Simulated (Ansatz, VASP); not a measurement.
CuO: VASP beside Ansatz

```
CELL_PARAMETERS angstrom
2.34160 -1.71440 0.00000
2.34160 1.71440 0.00000
-0.82974 0.00000 5.06215
ATOMIC_POSITIONS crystal
Cu 0.00000 0.50000 0.00000
Cu 0.50000 0.00000 0.50000
O 0.57190 0.42810 0.25000
O 0.42810 0.57190 0.75000
```

Alike in both runs: task single point; functional PBE; k mesh 8 × 8 × 4; occupations fermi-dirac, width 0.03 eV; collinear spin; Hubbard terms Cu d U = 2.7 eV.

|  | VASP | Ansatz |
| --- | --- | --- |
| version | VASP 6.6.1 | Ansatz 0.2.0 |
| potentials or method | VASP PAW PBE potentials, release 64 (Cu, O), cutoff 520 eV | PAW, plane waves, scalar-relativistic |
| valence electrons in the cell | 34 | 50 |

```tsv
	VASP	Ansatz	Ansatz less VASP
pressure (GPa)	6.3	7.7	+1.38
traceless stress, the component that is largest in VASP (GPa)	-1.57	-1.35	+0.225
rms of the force components (eV/Å)	0.012	0.026	+0.0138
net moment per atom (μB)	0.47	0.00	-0.466
size of the moment on the site where the two differ most (μB)	0.29	0.00	-0.294
```

The net moments are unlike, so the other rows may belong to different states. Site moments also hang on the region over which each program counts them. The programs project onto different local orbitals, so the same U acts differently, and such runs can settle in different states. Atom by atom the forces differ by 0.014 eV/Å (rms over components). VASP's potentials hold 34 valence electrons a cell and Ansatz's 50, so a difference there can come from the potentials and not from the codes. Ansatz's warnings: seeded moment not kept.
